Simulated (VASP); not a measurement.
**C: single point with LDA**

The system is C.

```
CELL_PARAMETERS angstrom
2.44460 0.00000 0.00000
-1.22230 2.11709 0.00000
0.00000 0.00000 29.08831
ATOMIC_POSITIONS crystal
C 0.66667 0.33333 0.00144
C 0.66667 0.33333 0.50146
C 0.66667 0.33333 0.72985
C 0.66667 0.33333 0.22987
C 0.00000 0.00000 0.61569
C 0.33333 0.66667 0.22985
C 0.00000 0.00000 0.11569
C 0.66667 0.33333 0.61763
C 0.33333 0.66667 0.72987
C 0.33333 0.66667 0.11763
C 0.33333 0.66667 0.50144
C 0.33333 0.66667 0.00146
```

This cell differs from its parent crystal: atoms shifted along a free coordinate.

```
Program             : VASP 6.6.1
Task                : single point
Functional          : LDA
Potentials or basis : VASP PAW LDA potentials, release 64 (C)
Cutoff              : 520 eV
k mesh              : 18 × 18 × 2
Occupations         : gaussian, width 0.15 eV
Spin                : no spin polarisation
```

The pressure is 0.6 GPa and the largest force is 0.979 eV/Å.

Forces in eV/Å, atoms in the order of the input:
```
C    0.000  0.000  0.007
C    0.000  0.000  0.000
C    0.000  0.000 -0.001
C    0.000  0.000  0.008
C    0.000  0.000  0.966
C    0.000  0.000 -0.001
C    0.000  0.000  0.966
C    0.000  0.000 -0.979
C    0.000  0.000  0.008
C    0.000  0.000 -0.979
C    0.000  0.000  0.007
C    0.000  0.000  0.000
```

Stress tensor (GPa, compression positive):
```
 0.96  0.00  0.00
 0.00  0.96  0.00
 0.00  0.00 -0.21
```

It took 8.6 min on 1 thread of Intel(R) Xeon(R) Platinum 8488C (Sapphire Rapids), with other jobs on the host, peak memory 0.38 GiB.

Caveat: the cell differs from its parent crystal (atoms shifted along a free coordinate).
